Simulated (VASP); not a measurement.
Input of a VASP 6.6.1 run:

Contents of INCAR:

```
  PREC = Accurate
  ENCUT = 600
  EDIFF = 1E-6
  ISMEAR = -1
  SIGMA = 0.1
  LREAL = F
  LASPH = T
  NELM = 80
  ALGO = Normal
  ISIF = 3
  LWAVE = F
  LCHARG = F
  GGA = CA
  IBRION = 2
  NSW = 60
  EDIFFG = -0.005
```

The input KPOINTS:

```
regular mesh
0
Gamma
  13 13 13
```

POSCAR

```
GaAs
1.0
    0.0000000000      2.5094205343      2.5094205343
    2.5094205343      0.0000000000      2.5094205343
    2.5094205343      2.5094205343      0.0000000000
Ga As
1 1
Direct
    0.0000000000      0.0000000000      0.0000000000
    0.5000000000      0.5000000000      0.5000000000
```

Potentials or basis: VASP PAW LDA potentials, release 64 (Ga_d, As).

The run is started by

```console
$ cat potpaw_LDA.64/Ga_d/POTCAR potpaw_LDA.64/As/POTCAR > POTCAR
$ mpirun -np 1 vasp_std > vasp.out
```

Question: Estimate the space group after relaxing (to 0.1 Å).

Answer: Fm-3m (No. 225).

Question: Estimate the relaxed volume.

Answer: 18.24 Å³/atom.

Question: Estimate the band gap on the k mesh.

Answer: Zero (bands 9 and 10 overlap by 3.38 eV).

Question: Predict the relaxed cell.

Answer: a = 3.723 Å, b = 3.723 Å, c = 3.723 Å, α = 60.00°, β = 60.00°, γ = 60.00°.

The path:
| step | energy change (eV) | largest force (eV/Å) | pressure (GPa) | volume (Å³) |
| --- | --- | --- | --- | --- |
| 1 | 0.0000 | 0.0000 | 17.53 | 31.60 |
| 2 | -0.1487 | 0.0000 | -6.73 | 40.19 |
| 3 | -0.2334 | 0.0000 | -0.08 | 36.50 |
| 4 | -0.2334 | 0.0000 | 0.18 | 36.40 |
| 5 | -0.2334 | 0.0000 | 0.21 | 36.40 |
| 6 | -0.2334 | 0.0000 | 0.14 | 36.41 |
| 7 | -0.2334 | 0.0000 | 0.18 | 36.41 |
| 8 | -0.2334 | 0.0000 | 0.19 | 36.41 |
| 9 | -0.2334 | 0.0000 | 0.19 | 36.41 |
| 10 | -0.2334 | 0.0000 | 0.19 | 36.41 |
| 11 | -0.2334 | 0.0000 | 0.19 | 36.41 |
| 12 | -0.2334 | 0.0000 | 0.19 | 36.41 |
| 13 | -0.2334 | 0.0000 | 0.19 | 36.41 |
| 14 | -0.2334 | 0.0000 | 0.08 | 36.42 |
| 15 | -0.2334 | 0.0000 | 0.09 | 36.43 |
| 16 | -0.2334 | 0.0000 | 0.06 | 36.45 |
| 17 | -0.2334 | 0.0000 | -0.06 | 36.50 |
| 18 | -0.2334 | 0.0000 | 0.05 | 36.47 |
| 19 | -0.2334 | 0.0000 | -0.05 | 36.49 |
| 20 | -0.2334 | 0.0000 | 0.09 | 36.48 |
| 21 | -0.2334 | 0.0000 | -0.04 | 36.48 |
| 22 | -0.2334 | 0.0000 | -0.01 | 36.48 |

Caveat: the volume moved by over 15 % at a fixed basis, so the end points are rough.
